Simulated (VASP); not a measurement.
TaN: single point with PBEsol

The system is TaN.

```
Ta N
1.0
     5.19600    0.02598    0.02598
    -2.57550    4.48688    0.00951
     0.01456    0.01456    2.91100
Ta N
3 3
Direct
  0.33333 0.66667 0.50000
  0.66667 0.33333 0.50000
  0.00000 0.00000 0.00000
  0.39285 0.00000 0.00000
  0.60715 0.60715 0.00000
  0.00000 0.39285 0.00000
```

This cell differs from its parent crystal: equal xy, yz and zx shear strains of +1 %.

```yaml
Program: VASP 6.6.1
Task: single point
Functional: PBEsol
Potentials_or_basis: VASP PAW PBE potentials, release 64 (Ta_pv, N)
Cutoff: 520 eV
k_mesh: 6 × 6 × 9
Occupations: fermi-dirac, width 0.01 eV
Spin: no spin polarisation
Dipole_correction: no
Further_INCAR_settings: ALGO = Normal; EDIFF = 1e-06; NBANDS = 33
```

```
Pressure               : -2.9 GPa
Largest force          : 0.134 eV/Å
Band gap on the k mesh : zero (band 24 reaches 9.92 eV, above the bottom of band 25 at 6.84 eV)
```

Forces in eV/Å, atoms in the order of the input:
```
Ta  -0.048 -0.042  0.007
Ta   0.047 -0.042  0.003
Ta   0.003 -0.134  0.000
N    0.023  0.051  0.036
N    0.005  0.060 -0.058
N   -0.032  0.107  0.011
```

Stress tensor (GPa, compression positive):
```
-2.27 -1.91 -1.87
-1.91 -2.27 -1.88
-1.87 -1.88 -4.05
```

Levels at points of the mesh, in eV from the Fermi level:
```tsv
k point	band 20	band 21	band 22	band 23	band 24	band 25	band 26	band 27	band 28	band 29
(0.00, 0.00, 0.00)	-4.95	-4.22	-3.30	-1.90	-0.89	-0.89	0.57	0.59	1.85	1.93
(0.50, 0.00, 0.00)	-4.60	-3.85	-3.81	-2.87	-2.59	1.19	1.79	1.94	2.36	2.41
(0.00, 0.50, 0.00)	-4.59	-3.86	-3.84	-2.82	-2.62	1.21	1.79	1.93	2.41	2.42
(0.50, 0.50, 0.00)	-4.58	-3.91	-3.83	-2.77	-2.65	1.24	1.79	1.93	2.42	2.47
```

Wall time 4.4 min on 1 thread of Intel(R) Xeon(R) Platinum 8259CL CPU @ 2.50GHz (Skylake/Cascade Lake) (shared host), peak memory 0.39 GiB.

Caveat: the cell differs from its parent crystal (equal xy, yz and zx shear strains of +1 %); the PAW data sets were made with another functional, which shifts forces and pressure a little; spin-orbit coupling is left out, which moves the levels of the heavy elements.
